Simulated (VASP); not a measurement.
Input of a VASP 6.6.1 run:

Contents of INCAR:

```
PREC = Accurate
ENCUT = 520
EDIFF = 1E-6
ISMEAR = -1
SIGMA = 0.1
LREAL = False
LASPH = True
NELM = 100
ALGO = Normal
ISIF = 2
LWAVE = False
LCHARG = False
GGA = B5
ALDAX = 1.0
AGGAX = 1.0
AGGAC = 1.0
ALDAC = 0.0
NBANDS = 12
```

The input KPOINTS:

```
Automatic mesh
0
Gamma
  14 14 14
```

File POSCAR:

```
Ga
1.0
   -1.7392930248      1.7392930248      1.7392930248
    1.7392930248     -1.7392930248      1.7392930248
    1.7392930248      1.7392930248     -1.7392930248
Ga
1
Direct
    0.0000000000      0.0000000000      0.0000000000
```

Potentials or basis: VASP PAW PBE potentials, release 64 (Ga_d).

Command:

```sh
$ cat potpaw_PBE.64/Ga_d/POTCAR > POTCAR
$ mpirun -np 1 vasp_std > vasp.out
```

Task: Predict the pressure.

Result: 1.4 GPa.

Caveat: the PAW data sets were made with another functional, which shifts forces and pressure a little.
